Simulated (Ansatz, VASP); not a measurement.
## TaSiF: VASP beside Ansatz

The input INCAR:

```
PREC = Accurate
ENCUT = 520
EDIFF = 1E-6
ISMEAR = 0
SIGMA = 0.1
LREAL = F
LASPH = T
NELM = 150
ALGO = Normal
ISIF = 2
LWAVE = F
LCHARG = F
ISPIN = 2
MAGMOM = 1 0 0
LORBIT = 11
LMAXMIX = 4
GGA = PE
NBANDS = 22
```

Contents of KPOINTS:

```
Automatic mesh
0
Gamma
  6 6 4
```

The input POSCAR:

```
TaSiF
1.0
    3.0253579200      0.0000000000      0.0000000000
    0.0000000000      3.0253579200      0.0000000000
    0.0000000000      0.0000000000      5.7810825800
Ta Si F
1 1 1
Direct
    0.0000000000      0.0000000000      0.0000000000
    0.0000000000      0.0000000000      0.5000000000
    0.5000000000      0.5000000000      0.5000000000
```

Input for Ansatz:

```yaml
crystal:
  lattice:
    - [3.02535792, 0.0, 0.0]
    - [0.0, 3.02535792, 0.0]
    - [0.0, 0.0, 5.78108258]
  atoms:
    - { symbol: Ta, position: [0.0, 0.0, 0.0], spin: 1.0 }
    - { symbol: Si, position: [0.0, 0.0, 0.5] }
    - { symbol: F, position: [0.5, 0.5, 0.5] }
basis:
  ecutwfc: 420
kpoints:
  mp_grid: { grid: [6, 6, 4] }
hamiltonian:
  xc: pbe
scf:
  occupations: { method: gaussian, width: 0.1 }
  lower_state_search: "off"
output:
  forces: true
  stress: true
  eigenvalues: true
  populations: true
magnetization:
  spin_polarized: true
```

Alike in both runs: task single point; functional PBE; k mesh 6 × 6 × 4; occupations gaussian, width 0.1 eV; collinear spin.

|  | VASP | Ansatz |
| --- | --- | --- |
| version | VASP 6.6.1 | Ansatz 0.2.0 |
| potentials or method | VASP PAW PBE potentials, release 64 (Ta_pv, Si, F), cutoff 520 eV | scalar-relativistic, plane waves, PAW |
| valence electrons in the cell | 22 | 24 |

VASP gave:

```
gap on the k mesh at the Fermi level (eV)                     : none
pressure (GPa)                                                : -5.1
traceless stress, the component that is largest in VASP (GPa) : -8.82
net moment per atom (μB)                                      : 0.00
```

Problem. What did Ansatz give for the same quantities?

Solution. gap on the k mesh at the Fermi level (eV): none; pressure (GPa): -5.1; traceless stress, the component that is largest in VASP (GPa): -8.75; net moment per atom (μB): 0.00.

A gap of «none» marks a metal or a gap that the smearing closes. VASP's potentials hold 22 valence electrons a cell and Ansatz's 24, so a difference there can come from the potentials and not from the codes. Ansatz's warnings: seeded moment not kept.

Spin-orbit coupling is off throughout.
